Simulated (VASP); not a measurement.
# ZnS (F-43m) in VASP: further runs

The runs below take ZnS through single point, with PBEsol.

All numbers are computed with VASP 6.6.1; they aren't measurements. Logs are shortened: lines on timing, memory, paths and dates and some standing lists are left out, and cuts for length are marked.

**Experimental background.**

From “Electronic, vibrational, and thermodynamic properties of ZnS (zincblende and rocksalt structure)”, 2009, arxiv:0911.5022, for a bulk crystal of ZnS at 19 K: band gap 3.85 eV (direct).

The results are compared with them further down.

### 1 The cell of the first run

It takes space group F-43m (No. 216, cubic). Conventional cell: a = 5.356 Å, b = 5.356 Å, c = 5.356 Å, α = 90.00°, β = 90.00°, γ = 90.00°. Within 3.1 Å of Zn (site symmetry -43m) lie 4 S at 2.32 Å. Within 3.1 Å of S (site symmetry -43m) lie 4 Zn at 2.32 Å.

### 2 Single point, PBEsol

Contents of INCAR:

```
ALGO     = Normal         # electronic algorithm
EDIFF    = 1E-6           # SCF threshold, eV
ENCUT    = 520            # plane-wave cutoff, eV
GGA      = PS             # functional
ISIF     = 2              # what is computed and relaxed
ISMEAR   = 0              # smearing method
LASPH    = True           # aspherical terms in the spheres
LCHARG   = False          # write CHGCAR
LREAL    = False          # projectors in reciprocal space
LWAVE    = False          # write WAVECAR
NBANDS   = 16             # bands
NELM     = 60             # most SCF steps
PREC     = Accurate       # precision mode
SIGMA    = 0.05           # smearing width, eV
```

Contents of KPOINTS:

```
k-points
0
Gamma
  8 8 8
```

Contents of POSCAR:

```
ZnS
1.0
    0.0000000000      2.6782319983      2.6782319983
    2.6782319983      0.0000000000      2.6782319983
    2.6782319983      2.6782319983      0.0000000000
Zn S
1 1
Direct
    0.2500000000      0.2500000000      0.2500000000
    0.0000000000      0.0000000000      0.0000000000
```

Potentials or basis: VASP PAW PBE potentials, release 64 (Zn, S).

On the command line:

```console
$ cat potpaw_PBE.64/Zn/POTCAR potpaw_PBE.64/S/POTCAR > POTCAR
$ mpirun -np 1 vasp_std > vasp.out
```

OUTCAR:

```text
EDIFF = 1E-6
   ENCUT = 520
   GGA = PS
   ISIF = 2
   ISMEAR = 0
   LASPH = True
   LREAL = False
   NELM = 60
   PREC = Accurate

 ion  position               nearest neighbor table
   1  0.250  0.250  0.250-   2 2.32   2 2.32   2 2.32   2 2.32
   2  0.000  0.000  0.000-   1 2.32   1 2.32   1 2.32   1 2.32

  LATTYP: Found a face centered cubic cell.
 ALAT       =     5.3564639966

  Lattice vectors:

 A1 = (   0.0000000000,   2.6782319983,   2.6782319983)
 A2 = (   2.6782319983,   0.0000000000,   2.6782319983)
 A3 = (   2.6782319983,   2.6782319983,   0.0000000000)

Analysis of symmetry for initial positions (statically):
=====================================================================
 Subroutine PRICEL returns:
 Original cell was already a primitive cell.

 Routine SETGRP: Setting up the symmetry group for a
 face centered cubic supercell.

 Subroutine GETGRP returns: Found 24 space group operations
 (whereof 24 operations were pure point group operations)
 out of a pool of 48 trial point group operations.

The static configuration has the point symmetry T_d .

Analysis of symmetry for dynamics (positions and initial velocities):
=====================================================================
 Subroutine PRICEL returns:
 Original cell was already a primitive cell.

 Routine SETGRP: Setting up the symmetry group for a
 face centered cubic supercell.

 Subroutine GETGRP returns: Found 24 space group operations
 (whereof 24 operations were pure point group operations)
 out of a pool of 48 trial point group operations.

The dynamic configuration has the point symmetry T_d .

 Subroutine INISYM returns: Found 24 space group operations
 (whereof 24 operations are pure point group operations),
 and found     1 'primitive' translations

----------------------------------------------------------------------------------------

                                     Primitive cell

  volume of cell :      38.4215

  direct lattice vectors                    reciprocal lattice vectors
     0.000000000  2.678231998  2.678231998    -0.186690324  0.186690324  0.186690324
     2.678231998  0.000000000  2.678231998     0.186690324 -0.186690324  0.186690324
     2.678231998  2.678231998  0.000000000     0.186690324  0.186690324 -0.186690324

  length of vectors
     3.787592015  3.787592015  3.787592015     0.323357127  0.323357127  0.323357127

  position of ions in fractional coordinates (direct lattice)
     0.250000000  0.250000000  0.250000000
     0.000000000  0.000000000  0.000000000

  ion indices of the primitive-cell ions
   primitive index   ion index
                 1           1
                 2           2

----------------------------------------------------------------------------------------

 KPOINTS: k-points

Automatic generation of k-mesh.
 Grid dimensions read from file:
 generate k-points for:    8    8    8

 Generating k-lattice:

  Cartesian coordinates                     Fractional coordinates (reciprocal lattice)
    -0.023336291  0.023336291  0.023336291     0.125000000  0.000000000  0.000000000
     0.023336291 -0.023336291  0.023336291     0.000000000  0.125000000  0.000000000
     0.023336291  0.023336291 -0.023336291     0.000000000  0.000000000  0.125000000

  Length of vectors
     0.040419641  0.040419641  0.040419641

  Shift w.r.t. Gamma in fractional coordinates (k-lattice)
     0.000000000  0.000000000  0.000000000

 Subroutine IBZKPT returns following result:
 ===========================================

 Found     29 irreducible k-points:

 Following reciprocal coordinates:
            Coordinates               Weight
  0.000000  0.000000  0.000000      1.000000
  0.125000  0.000000  0.000000      8.000000
  0.250000  0.000000  0.000000      8.000000
  0.375000  0.000000  0.000000      8.000000
  0.500000  0.000000  0.000000      4.000000
  0.125000  0.125000  0.000000      6.000000
[... 16 lines left out ...]
  0.500000  0.250000  0.125000     48.000000
 -0.375000  0.250000  0.125000     24.000000
 [... further k-points ...]
   k-points           NKPTS =     29   k-points in BZ     NKDIM =     29   number of bands    NBANDS=     16
   number of dos      NEDOS =    301   number of ions     NIONS =      2
   total plane-waves  NPLWV =  21952
   dimension x,y,z NGX =    28 NGY =   28 NGZ =   28
   dimension x,y,z NGXF=    56 NGYF=   56 NGZF=   56
   ions per type =               1   1
   NGX,Y,Z   is equivalent  to a cutoff of  12.29, 12.29, 12.29 a.u.
   NGXF,Y,Z  is equivalent  to a cutoff of  24.58, 24.58, 24.58 a.u.
 SYSTEM =  unknown system
   PREC   = accura    normal or accurate (medium, high low for compatibility)
   ISTART =      0    job   : 0-new  1-cont  2-samecut
   ICHARG =      2    charge: 1-file 2-atom 10-const
   ISPIN  =      1    spin polarized calculation?
   LNONCOLLINEAR =      F non collinear calculations
   LSORBIT =      F    spin-orbit coupling
   LASPH  =      T    aspherical Exc in radial PAW
   ENCUT  =  520.0 eV  38.22 Ry    6.18 a.u.   7.04  7.04  7.04*2*pi/ulx,y,z
   NELM   =     60;   NELMIN=  2; NELMDL= -5     # of ELM steps
   EDIFF  = 0.1E-05   stopping-criterion for ELM
   LREAL  =      F    real-space projection
   EDIFFG = 0.1E-04   stopping-criterion for IOM
   NSW    =      0    number of steps for IOM
   IBRION =     -1    ionic relax: 0-MD 1-quasi-New 2-CG
   NFREE  =      0    steps in history (QN), initial steepest desc. (CG)
   ISIF   =      2    stress and relaxation
   ISYM   =      2    0-nonsym 1-usesym 2-fastsym
   POTIM  = 0.5000    time-step for ionic-motion
   TEBEG  =    0.0;   TEEND  =   0.0 temperature during run
   PSTRESS=    0.0 pullay stress
   NELECT =      18.0000    total number of electrons
   NUPDOWN=      -1.0000    fix difference up-down
   EMIN   =  10.00;   EMAX   =-10.00  energy-range for DOS
   EFERMI =   0.00;   METHOD = LEGACY
   ISMEAR =     0;   SIGMA  =   0.05  broadening in eV -4-tet -1-fermi 0-gaus
   EFERMI_NEDOS =   21; number of points for ismear=-14 and -15
   IALGO  =     38    algorithm
   IMIX   =      4    mixing-type and parameters
     AMIX     =   0.40;   BMIX     =  1.00
     AMIX_MAG =   1.60;   BMIX_MAG =  1.00
  volume/ion in A,a.u.               =      19.21       129.64
  Fermi-wavevector in a.u.,A,eV,Ry     =   1.271474  2.402737 21.995805  1.616646
  Thomas-Fermi vector in A             =   2.404405
   LORBIT       =      0    0 simple, 1 ext, 2 COOP (PROOUT), +10 PAW based schemes
   GGA     = PS    functional components
   LHFCALC =     F    Hartree Fock is set to
   AEXX    =    0.0000 exact exchange contribution
   IVDW    =     0    specifies the selected vdW correction
   LEPSILON=     F    determine dielectric tensor
   LRPA    =     F    only Hartree local field effects (RPA)
 non-spin polarized calculation
 Gauss-broadening in eV      SIGMA  =   0.05
  energy-cutoff  :      520.00
  volume of cell :       38.42
 maximum number of plane-waves:      1056
   NGX = 15   NGY = 15   NGZ = 15

 number of electron      18.0000016 magnetization

 Free energy of the ion-electron system (eV)
  ---------------------------------------------------
  ext. energy  EPLUGINS =         0.00000000
  ---------------------------------------------------
  free energy    TOTEN  =        -7.58861656 eV

  energy without entropy =       -7.58861656  energy(sigma->0) =       -7.58861656

 E-fermi :   2.5150     XC(G=0):  -9.9747

 val. band max:        2.2646844211   @ k =   0.0000   0.0000   0.0000
 cond. band min:       4.3573946737   @ k =   0.0000   0.0000   0.0000
 fundamental gap:      2.0927102525
 Fermi energy:         2.5149978423

 k-point     1 :       0.0000    0.0000    0.0000
  band No.  band energies     occupation
      1     -11.0801      2.00000
      2      -4.2182      2.00000
      3      -4.2182      2.00000
      4      -4.2182      2.00000
      5      -3.6872      2.00000
      6      -3.6872      2.00000
[... 8 lines left out ...]
     15      14.0316      0.00000
     16      14.0523      0.00000

 k-point     2 :       0.1250    0.0000    0.0000
  band No.  band energies     occupation
      1     -10.9559      2.00000
      2      -4.2211      2.00000
      3      -4.1959      2.00000
      4      -4.1959      2.00000
      5      -3.6891      2.00000
      6      -3.6891      2.00000
[... 8 lines left out ...]
     15      13.3919      0.00000
     16      14.8415      0.00000

 k-point     3 :       0.2500    0.0000    0.0000
  band No.  band energies     occupation
      1     -10.6301      2.00000
      2      -4.1839      2.00000
      3      -4.1472      2.00000
      4      -4.1472      2.00000
      5      -3.6859      2.00000
      6      -3.6859      2.00000
[... 8 lines left out ...]
     15      13.1816      0.00000
     16      14.3146      0.00000

 k-point     4 :       0.3750    0.0000    0.0000
  band No.  band energies     occupation
      1     -10.2571      2.00000
      2      -4.1089      2.00000
      3      -4.1089      2.00000
      4      -3.9735      2.00000
      5      -3.6676      2.00000
      6      -3.6676      2.00000
[... 8 lines left out ...]
     15      14.3350      0.00000
     16      14.3350      0.00000

 k-point     5 :       0.5000    0.0000    0.0000
  band No.  band energies     occupation
      1     -10.0843      2.00000
      2      -4.0970      2.00000
      3      -4.0970      2.00000
      4      -3.6546      2.00000
      5      -3.6546      2.00000
      6      -3.4819      2.00000
[... 8 lines left out ...]
     15      15.7222      0.00000
     16      15.7222      0.00000

 k-point     6 :       0.1250    0.1250    0.0000
  band No.  band energies     occupation
      1     -10.9145      2.00000
      2      -4.2437      2.00000
      3      -4.1771      2.00000
      4      -4.1771      2.00000
      5      -3.7055      2.00000
      6      -3.6752      2.00000
[... 8 lines left out ...]
     15      14.2367      0.00000
     16      15.3933      0.00000

 k-point     7 :       0.2500    0.1250    0.0000
  band No.  band energies     occupation
      1     -10.6550      2.00000
      2      -4.2416      2.00000
      3      -4.1260      2.00000
      4      -4.1256      2.00000
      5      -3.7144      2.00000
      6      -3.6643      2.00000
[... 8 lines left out ...]
     15      14.1994      0.00000
     16      15.8580      0.00000

 k-point     8 :       0.3750    0.1250    0.0000
  band No.  band energies     occupation
      1     -10.2918      2.00000
      2      -4.1548      2.00000
      3      -4.0797      2.00000
      4      -4.0359      2.00000
      5      -3.6873      2.00000
      6      -3.6515      2.00000
[... 8 lines left out ...]
     15      14.9859      0.00000
     16      15.2454      0.00000

 k-point     9 :       0.5000    0.1250    0.0000
  band No.  band energies     occupation
      1     -10.0417      2.00000
      2      -4.1022      2.00000
      3      -4.0635      2.00000
      4      -3.7646      2.00000
      5      -3.6514      2.00000
      6      -3.5295      2.00000
[... 8 lines left out ...]
     15      15.7400      0.00000
     16      15.7418      0.00000
[... 172 lines left out ...]
 k-point    19 :       0.5000    0.3750    0.0000
  band No.  band energies     occupation
      1      -9.8052      2.00000
      2      -4.2383      2.00000
      3      -3.8892      2.00000
      4      -3.8699      2.00000
      5      -3.6197      2.00000
      6      -3.4884      2.00000
[... 8 lines left out ...]
     15      16.0267      0.00000
     16      17.1757      0.00000

 k-point    20 :      -0.3750    0.3750    0.0000
  band No.  band energies     occupation
      1      -9.7739      2.00000
      2      -4.1510      2.00000
      3      -3.9183      2.00000
      4      -3.8016      2.00000
      5      -3.6497      2.00000
      6      -3.3160      2.00000
[... 8 lines left out ...]
     15      14.7430      0.00000
     16      18.1684      0.00000

 k-point    21 :       0.5000    0.5000    0.0000
  band No.  band energies     occupation
      1      -9.7486      2.00000
      2      -4.2840      2.00000
      3      -3.8530      2.00000
      4      -3.8530      2.00000
      5      -3.6055      2.00000
      6      -3.4626      2.00000
[... 8 lines left out ...]
     15      16.0354      0.00000
     16      16.8529      0.00000

 k-point    22 :       0.3750    0.2500    0.1250
  band No.  band energies     occupation
      1     -10.3739      2.00000
      2      -4.2124      2.00000
      3      -4.0800      2.00000
      4      -4.0530      2.00000
      5      -3.7132      2.00000
      6      -3.6462      2.00000
[... 8 lines left out ...]
     15      15.0747      0.00000
     16      17.3641      0.00000

 k-point    23 :       0.5000    0.2500    0.1250
  band No.  band energies     occupation
      1     -10.0613      2.00000
      2      -4.1109      2.00000
      3      -4.0491      2.00000
      4      -3.9118      2.00000
      5      -3.6701      2.00000
      6      -3.6139      2.00000
[... 8 lines left out ...]
     15      16.0662      0.00000
     16      16.6418      0.00000

 k-point    24 :      -0.3750    0.2500    0.1250
  band No.  band energies     occupation
      1      -9.9204      2.00000
      2      -4.0896      2.00000
      3      -4.0248      2.00000
      4      -3.7543      2.00000
      5      -3.6749      2.00000
      6      -3.4028      2.00000
[... 8 lines left out ...]
     15      15.7160      0.00000
     16      16.6006      0.00000

 [... further k-points ...]

------------------------ aborting loop because EDIFF is reached ----------------------------------------

  FORCE on cell =-STRESS in cart. coord.  units (eV):
  Direction    XX          YY          ZZ          XY          YZ          ZX
  --------------------------------------------------------------------------------------
  -------------------------------------------------------------------------------------
  Total        0.0478677      0.0478677      0.0478677      0.0000000     -0.0000000     -0.0000000
  in kB        1.9960827      1.9960827      1.9960827      0.0000000     -0.0000000     -0.0000000
  external PRESSURE =       1.9960827 kB  Pullay stress =       0.0000000 kB

 VOLUME and BASIS-vectors are now :
 -----------------------------------------------------------------------------
  energy-cutoff  :      520.00
  volume of cell :       38.42
      direct lattice vectors                 reciprocal lattice vectors
     0.000000000  2.678231998  2.678231998    -0.186690324  0.186690324  0.186690324
     2.678231998  0.000000000  2.678231998     0.186690324 -0.186690324  0.186690324
     2.678231998  2.678231998  0.000000000     0.186690324  0.186690324 -0.186690324

 POSITION                                       TOTAL-FORCE (eV/Angst)
 -----------------------------------------------------------------------------------
      1.33912      1.33912      1.33912        -0.000000      0.000000     -0.000000
      0.00000      0.00000      0.00000         0.000000      0.000000      0.000000
 -----------------------------------------------------------------------------------
    total drift:                               -0.000002     -0.000002     -0.000002

  FREE ENERGIE OF THE ION-ELECTRON SYSTEM (eV)
  ---------------------------------------------------
  free  energy   TOTEN  =        -7.5886165612 eV

  energy  without entropy=       -7.5886165612  energy(sigma->0) =       -7.58861656
```

It took 16 s on 1 thread of AMD EPYC 9R45 (Zen 5), shared host; peak memory 0.12 GiB.

Results:

| Item | Value |
| --- | --- |
| Free energy | -7.5886 eV |
| Pressure | 0.2 GPa |
| Band gap on the k mesh | 2.09 eV, direct |

Caveat: the PAW data sets were made with another functional, which shifts forces and pressure a little.

### 3 Single point, PBEsol (volume scaled by 1.040)

Contents of INCAR:

```
SYSTEM = ZnS
PREC = Accurate ; ENCUT = 520
EDIFF = 1E-6 ; ISMEAR = 0
SIGMA = 0.05 ; LREAL = .False.
LASPH = .True. ; NELM = 60
ALGO = Normal ; ISIF = 2
LWAVE = .False. ; LCHARG = .False.
GGA = PS ; NBANDS = 16
```

Contents of KPOINTS:

```
Automatic mesh
0
Gamma
  8 8 8
  0 0 0
```

Contents of POSCAR:

```
ZnS
1.0
    0.0000000000      2.7134759347      2.7134759347
    2.7134759347      0.0000000000      2.7134759347
    2.7134759347      2.7134759347      0.0000000000
Zn S
1 1
Direct
    0.2500000000      0.2500000000      0.2500000000
    0.0000000000      0.0000000000      0.0000000000
```

Potentials or basis: VASP PAW PBE potentials, release 64 (Zn, S).

On the command line:

```console
$ cat potpaw_PBE.64/Zn/POTCAR potpaw_PBE.64/S/POTCAR > POTCAR
$ mpirun -np 1 vasp_std > vasp.out
```

Run time: 20 s. Hardware: 1 thread of AMD EPYC 9R45 (Zen 5), shared host; peak memory 0.14 GiB.

Results (log left out):

* Free energy: -7.5766 eV
* Pressure: -2.7 GPa
* Band gap on the k mesh: 1.92 eV, direct

Levels at points of the mesh, in eV from the valence-band top:
| k point | band 7 | band 8 | band 9 | band 10 | band 11 | band 12 |
| --- | --- | --- | --- | --- | --- | --- |
| (0.00, 0.00, 0.00) | 0.00 | 0.00 | 0.00 | 1.92 | 6.32 | 6.32 |
| (0.50, 0.00, 0.00) | -5.28 | -0.86 | -0.86 | 3.17 | 6.84 | 6.84 |
| (0.50, 0.50, 0.00) | -4.56 | -2.20 | -2.20 | 3.27 | 3.97 | 10.74 |

Caveat: the PAW data sets were made with another functional, which shifts forces and pressure a little.

### 4 Against experiment

Step 2. A measured gap of ZnS is 3.85 eV (direct; 19 K; quoted in “Electronic, vibrational, and thermodynamic properties of ZnS (zincblende and rocksalt structure)”, 2009, arxiv:0911.5022); the calculated 2.09 eV misses it by -1.76 eV. The value is that of PBEsol, without temperature or zero-point motion. Semilocal functionals fall short of measured gaps as a rule.
